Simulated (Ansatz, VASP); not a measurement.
Two plane-wave programs on BeCo

The input INCAR:

```
PREC = Accurate ; ENCUT = 520
EDIFF = 1E-7 ; ISMEAR = -1
SIGMA = 0.05 ; LREAL = False
LASPH = True ; NELM = 150
ALGO = Normal ; ISIF = 2
LWAVE = False ; LCHARG = False
ISPIN = 2 ; MAGMOM = 0 3.2
LORBIT = 11 ; LMAXMIX = 4
GGA = CA ; NBANDS = 16
```

The input KPOINTS:

```
Automatic mesh
0
Gamma
  11 11 11
```

File POSCAR:

```
BeCo
1.0
    2.4972880295      0.0000000000      0.0000000000
    0.0000000000      2.4972880295      0.0000000000
    0.0000000000      0.0000000000      2.4972880295
Be Co
1 1
Direct
    0.0000000000      0.0000000000      0.0000000000
    0.5000000000      0.5000000000      0.5000000000
```

Input for Ansatz:

```yaml
crystal:
  lattice:
    - [2.497288029501123, 0.0, 0.0]
    - [0.0, 2.497288029501123, 0.0]
    - [0.0, 0.0, 2.497288029501123]
  atoms:
    - { symbol: Be, position: [0.0, 0.0, 0.0] }
    - { symbol: Co, position: [0.5, 0.5, 0.5], spin: 3.2 }
basis:
  ecutwfc: 500.0
kpoints:
  mp_grid:
    grid: [11, 11, 11]
hamiltonian:
  xc: lda
  pseudopotentials:
    kind: paw
magnetization:
  spin_polarized: true
scf:
  occupations:
    method: fermi_dirac
    width: 0.05
```

Alike in both runs: task single point; functional LDA; k mesh 11 × 11 × 11; occupations fermi-dirac, width 0.05 eV; collinear spin.

```csv
,VASP,Ansatz
version,VASP 6.6.1,Ansatz 0.2.0
potentials or method,"VASP PAW LDA potentials, release 64 (Be, Co), cutoff 520 eV","plane waves, PAW"
valence electrons in the cell,11,19
```

|  | VASP | Ansatz | Ansatz less VASP |
| --- | --- | --- | --- |
| net moment per atom (μB) | 0.17 | 0.18 | +0.006 |
| size of the moment on the site where the two differ most (μB) | 0.35 | 0.36 | +0.009 |

LDA's correlation is that of Perdew and Zunger in VASP and of Perdew and Wang (1992) in Ansatz. Site moments also hang on the region over which each program counts them. VASP's potentials hold 11 valence electrons a cell and Ansatz's 19, so a difference there can come from the potentials and not from the codes. Ansatz's warnings: given moment on shells.
